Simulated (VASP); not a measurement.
Au: single point with PBE

Au:

```
Au
1.0
     0.00000    2.10315    1.93490
     2.10315    0.00000    1.93490
     2.10315    2.10315    0.00000
Au
1
Direct
  0.00000 0.00000 0.00000
```

This cell differs from its parent crystal: ratio of the length along z to the lengths across it x 0.92, volume and fractional coordinates fixed.

```json
{
  "Program": "VASP 6.6.1",
  "Task": "single point",
  "Functional": "PBE",
  "Potentials or basis": "VASP PAW PBE potentials, release 64 (Au)",
  "Cutoff": "520 eV",
  "k mesh": "22 × 22 × 22",
  "Occupations": "gaussian, width 0.15 eV",
  "Spin": "no spin polarisation"
}
```

```json
{
  "Pressure": "7.7 GPa",
  "Band gap on the k mesh": "zero (an odd number of electrons rules out a gap without spin polarisation)"
}
```

Stress tensor (GPa, compression positive):
```
7.24 0.00 0.00
0.00 7.24 0.00
0.00 0.00 8.77
```

Levels at points of the mesh, in eV from the Fermi level:
| k point | band 4 | band 5 | band 6 | band 7 | band 8 | band 9 |
| --- | --- | --- | --- | --- | --- | --- |
| (0.00, 0.00, 0.00) | -4.21 | -3.59 | -2.85 | 14.62 | 18.01 | 18.01 |
| (0.50, 0.00, 0.00) | -2.19 | -1.81 | -0.94 | 3.06 | 13.73 | 16.21 |
| (0.50, 0.50, 0.00) | -1.65 | -1.65 | 2.04 | 7.02 | 9.03 | 9.03 |
| (0.50, 0.00, 0.50) | -1.97 | -1.46 | 0.56 | 5.12 | 10.42 | 10.65 |

Wall time 71 s on 1 thread of Intel(R) Xeon(R) 6975P-C (Granite Rapids), with other jobs on the host, peak memory 0.29 GiB.

Caveat: the cell stands under pressure; spin-orbit coupling is left out, which moves the levels of the heavy elements.
